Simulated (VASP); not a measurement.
# BiP (P-6m2) in VASP: a series of runs, part 2 of 2

VASP 6.6.1.

## Step 5: Relaxation of shape and atoms at fixed volume, PBEsol (25.00 Å³/atom)

This run uses another cell than the first one, of 25.00 Å³/atom.

Contents of INCAR:

```
SYSTEM = BiP
PREC     = Accurate       ! precision mode
ENCUT    = 600            ! plane-wave cutoff, eV
EDIFF    = 1E-7           ! SCF threshold, eV
ISMEAR   = 0              ! smearing method
SIGMA    = 0.05           ! smearing width, eV
LREAL    = .False.        ! projectors in reciprocal space
LASPH    = .True.         ! aspherical terms in the spheres
NELM     = 100            ! most SCF steps
ALGO     = Normal         ! electronic algorithm
ISIF     = 4              ! what is computed and relaxed
LWAVE    = .False.        ! write WAVECAR
LCHARG   = .False.        ! write CHGCAR
GGA      = PS             ! functional
IBRION   = 2              ! ionic algorithm
NSW      = 60             ! ionic steps
EDIFFG   = -0.01          ! ionic threshold
```

Contents of KPOINTS:

```
regular mesh
0
Gamma
  10 10 8
  0 0 0
```

Contents of POSCAR:

```
BiP
1.0
    3.9067527753      0.0000000000      0.0000000000
   -1.9533763876      3.3833471497      0.0000000000
    0.0000000000      0.0000000000      3.7820903992
Bi P
1 1
Direct
    0.0000000000      0.0000000000      0.0000000000
    0.6666666667      0.3333333333      0.5000000000
```

Run with:

```bash
$ cat potpaw_PBE.64/Bi_d/POTCAR potpaw_PBE.64/P/POTCAR > POTCAR
$ mpirun -np 1 vasp_std > vasp.out
```

Wall time 1.9 min (1 thread of Oxide Virtual Turin-like, shared host); peak memory 0.19 GiB.

The run converged. Its results:

```
Free energy               : -9.5657 eV
Energy gained by relaxing : 0.1 meV/atom
Ionic steps               : 3
Pressure after relaxing   : -2.3 GPa
Band gap on the k mesh    : zero (bands 10 and 11 overlap by 2.75 eV)
```

The path:
```csv
step,energy change (eV),largest force (eV/Å),pressure (GPa),volume (Å³)
1,0.0000,0.0000,-2.35,49.99
2,-0.0002,0.0000,-2.29,49.99
3,-0.0002,0.0000,-2.26,49.99
```

Final structure:
```cif
data_structure
_symmetry_space_group_name_H-M 'P 1'
_symmetry_Int_Tables_number 1
_cell_length_a 3.9131
_cell_length_b 3.9131
_cell_length_c 3.7698
_cell_angle_alpha 90.000
_cell_angle_beta 90.000
_cell_angle_gamma 120.000
_cell_volume 49.99
loop_
_atom_site_label
_atom_site_type_symbol
_atom_site_fract_x
_atom_site_fract_y
_atom_site_fract_z
_atom_site_occupancy
Bi1 Bi 0.00000 0.00000 0.00000 1
P1 P 0.66667 0.33333 0.50000 1
```

Levels at points of the mesh, in eV from the Fermi level:
```tsv
k point	band 7	band 8	band 9	band 10	band 11	band 12	band 13	band 14
(0.00, 0.00, 0.00)	-5.92	-2.49	-1.06	-1.06	2.63	2.63	3.94	6.45
(0.50, 0.00, 0.00)	-9.53	-2.74	-2.08	-0.56	1.93	2.18	4.22	5.32
(0.00, 0.00, 0.50)	-10.50	0.22	0.22	0.76	1.25	2.28	2.28	7.37
(0.50, 0.00, 0.50)	-9.08	-4.99	-4.80	-0.47	0.49	2.44	2.47	9.59
```

Caveat: the PAW data sets were made with another functional, which shifts forces and pressure a little; spin-orbit coupling is left out, which moves the levels of the heavy elements.

## Step 6: Relaxation of cell and atoms, PBEsol

This run uses another cell than the first one, of 26.15 Å³/atom.

Contents of INCAR:

```
PREC = Accurate
ENCUT = 600
EDIFF = 1E-7
ISMEAR = 0
SIGMA = 0.05
LREAL = F
LASPH = T
NELM = 60
ALGO = Normal
ISIF = 3
LWAVE = F
LCHARG = F
GGA = PS
IBRION = 2
NSW = 80
EDIFFG = -0.01
```

Contents of KPOINTS:

```
Automatic mesh
0
Gamma
  10 10 8
```

Contents of POSCAR:

```
BiP
1.0
    3.9553131248      0.0000000000      0.0000000000
   -1.9776565624      3.4254016460      0.0000000000
    0.0000000000      0.0000000000      3.8601896473
Bi P
1 1
Direct
    0.0000000000      0.0000000000      0.0000000000
    0.6666666667      0.3333333333      0.5000000000
```

Potentials or basis: VASP PAW PBE potentials, release 64 (Bi_d, P).

Run with:

```bash
$ cat potpaw_PBE.64/Bi_d/POTCAR potpaw_PBE.64/P/POTCAR > POTCAR
$ mpirun -np 1 vasp_std > vasp.out
```

Wall time 4.1 min (1 thread of Oxide Virtual Turin-like, shared host); peak memory 0.19 GiB.

It converged, with:

```yaml
Free_energy: -9.5797 eV
Relaxed_volume: 24.05 Å³/atom
Relaxed_cell: a = 3.851 Å, b = 3.851 Å, c = 3.744 Å, α = 90.00°, β = 90.00°, γ = 120.00°
Space_group_after_relaxing_to_0.1_Å: P-6m2 (No. 187)
Energy_gained_by_relaxing: 34.9 meV/atom
Ionic_steps: 6
Pressure_after_relaxing: 0.0 GPa
Band_gap_on_the_k_mesh: zero (bands 10 and 11 overlap by 3.09 eV)
```

The path:
```
step  energy change (eV)  largest force (eV/Å)  pressure (GPa)  volume (Å³)
   1              0.0000                0.0000           -5.01        52.30
   2             -0.0473                0.0000            3.40        46.35
   3             -0.0690                0.0000           -0.19        48.36
   4             -0.0690                0.0000           -0.08        48.28
   5             -0.0698                0.0000           -0.01        48.15
   6             -0.0698                0.0000            0.02        48.10
```

Final structure:
```xyz
2
Lattice="3.8512 0.0000 0.0000 -1.9256 3.3352 0.0000 0.0000 0.0000 3.7445" Properties=species:S:1:pos:R:3 pbc="T T T"
Bi    0.0000    0.0000    0.0000
P     1.9256    1.1117    1.8722
```

Levels at points of the mesh, in eV from the Fermi level:
```tsv
k point	band 8	band 9	band 10	band 11	band 12	band 13
(0.00, 0.00, 0.00)	-2.69	-1.04	-1.04	2.75	2.75	3.87
(0.50, 0.00, 0.00)	-2.81	-2.07	-0.66	1.95	2.18	4.15
(0.00, 0.00, 0.50)	0.24	0.24	0.95	1.49	2.44	2.44
(0.50, 0.00, 0.50)	-5.21	-4.99	-0.49	0.50	2.46	2.54
```

Caveat: the PAW data sets were made with another functional, which shifts forces and pressure a little; spin-orbit coupling is left out, which moves the levels of the heavy elements.

## Step 7: Single point, PBEsol

This run uses another cell than the first one, of 24.03 Å³/atom.

Contents of INCAR:

```
ALGO = Normal
EDIFF = 1E-6
ENCUT = 520
GGA = PS
ISIF = 2
ISMEAR = 0
ISYM = 0
LASPH = True
LCHARG = True
LELF = True
LREAL = False
LVHAR = True
LWAVE = False
NBANDS = 17
NELM = 80
PREC = Accurate
SIGMA = 0.05
```

Contents of KPOINTS:

```
k-points
0
Gamma
  10 10 8
```

Contents of POSCAR:

```
BiP
1.0
    3.8503612769      0.0000000000      0.0000000000
   -1.9251806384      3.3345106795      0.0000000000
    0.0000000000      0.0000000000      3.7439277789
Bi P
1 1
Direct
    0.0000000000      0.0000000000      0.0000000000
    0.6666666667      0.3333333333      0.5000000000
```

Run with:

```bash
$ cat potpaw_PBE.64/Bi_d/POTCAR potpaw_PBE.64/P/POTCAR > POTCAR
$ mpirun -np 1 vasp_std > vasp.out
```

Run time: 4.2 min. Hardware: 1 thread of Oxide Virtual Turin-like, shared host; peak memory 0.38 GiB.

It converged, with:

```
Free energy            : -9.5789 eV
Pressure               : 0.0 GPa
Band gap on the k mesh : zero (bands 10 and 11 overlap by 3.09 eV)
```

Levels at points of the mesh, in eV from the Fermi level:
```
           k point  band 6  band 7  band 8  band 9  band 10  band 11  band 12  band 13  band 14  band 15
(0.00, 0.00, 0.00)  -13.95   -5.74   -2.69   -1.05    -1.05     2.75     2.75     3.86     6.58     6.84
(0.50, 0.00, 0.00)  -11.78   -9.65   -2.81   -2.07    -0.66     1.95     2.18     4.15     5.55    10.10
(0.00, 0.50, 0.00)  -11.78   -9.65   -2.81   -2.07    -0.66     1.95     2.18     4.15     5.55    10.10
(0.50, 0.50, 0.00)  -11.78   -9.65   -2.81   -2.07    -0.66     1.95     2.18     4.15     5.55    10.10
(0.00, 0.00, 0.50)  -11.82  -10.73    0.24    0.24     0.95     1.49     2.45     2.45     7.41     7.41
(0.50, 0.00, 0.50)  -10.19   -9.17   -5.21   -4.99    -0.49     0.50     2.46     2.54     9.92    11.22
(0.00, 0.50, 0.50)  -10.19   -9.17   -5.21   -4.99    -0.49     0.50     2.46     2.54     9.92    11.22
(0.50, 0.50, 0.50)  -10.19   -9.17   -5.21   -4.99    -0.49     0.50     2.46     2.54     9.92    11.22
```

Caveat: the PAW data sets were made with another functional, which shifts forces and pressure a little; spin-orbit coupling is left out, which moves the levels of the heavy elements.

## Step 8: Summary

| task | cell | cutoff (eV) | gap on the mesh (eV) | pressure (GPa) | relaxed volume (Å³/atom) |
| --- | --- | --- | --- | --- | --- |
| relaxation of shape and atoms at fixed volume | relaxed from a = 3.825, b = 3.825, c = 3.719 Å, angles 90.0, 90.0, 120.0°, 2 atoms | 600 | none | 1.5 | - |
| relaxation of cell and atoms | relaxed from a = 3.850, b = 3.850, c = 3.744 Å, angles 90.0, 90.0, 120.0°, 2 atoms | 600 | none | 0.0 | 24.03 |
| relaxation of shape and atoms at fixed volume | relaxed from a = 3.876, b = 3.876, c = 3.769 Å, angles 90.0, 90.0, 120.0°, 2 atoms | 600 | none | -1.2 | - |
| relaxation of shape and atoms at fixed volume | relaxed from a = 3.907, b = 3.907, c = 3.782 Å, angles 90.0, 90.0, 120.0°, 2 atoms | 600 | none | -2.3 | - |
| relaxation of cell and atoms | relaxed from a = 3.955, b = 3.955, c = 3.860 Å, angles 90.0, 90.0, 120.0°, 2 atoms | 600 | none | 0.0 | 24.05 |
| single point | a = 3.850, b = 3.850, c = 3.744 Å, angles 90.0, 90.0, 120.0°, 2 atoms | 520 | none | 0.0 | - |

Alike in all rows: level PBEsol; potentials or basis VASP PAW PBE potentials, release 64 (Bi_d, P); no spin polarisation; k mesh 10 × 10 × 8; smearing gaussian 0.05 eV.

Caveats: the PAW data sets were made with another functional, which shifts forces and pressure a little; spin-orbit coupling is left out, which moves the levels of the heavy elements.

Total energies depend on the potentials used, so only differences within one code and one set of settings carry meaning.
